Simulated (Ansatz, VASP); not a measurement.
## BeTe in VASP and in Ansatz

```
CELL_PARAMETERS angstrom
0.00000 2.77000 2.77000
2.77000 0.00000 2.77000
2.77000 2.77000 0.00000
ATOMIC_POSITIONS crystal
Be 0.00000 0.00000 0.00000
Te 0.25000 0.25000 0.25000
```

Alike in both runs: task single point; functional PBEsol; k mesh 6 × 6 × 6; no spin polarisation.

|  | VASP | Ansatz |
| --- | --- | --- |
| version | VASP 6.6.1 | Ansatz 0.2.0 |
| potentials or method | VASP PAW PBE potentials, release 64 (Be, Te) | plane waves, PAW |
| plane-wave cutoff (eV) | 600 | 420 |
| occupations | gaussian, width 0.01 eV | fixed |
| valence electrons in the cell | 8 | 18 |

|  | VASP | Ansatz | Ansatz less VASP |
| --- | --- | --- | --- |
| gap on the k mesh at the Fermi level (eV) | 1.73 | 1.75 | +0.020 |

VASP's potentials were made for PBE, not for PBEsol. VASP's potentials hold 8 valence electrons a cell and Ansatz's 18, so a difference there can come from the potentials and not from the codes.

Neither program's run includes spin-orbit coupling.
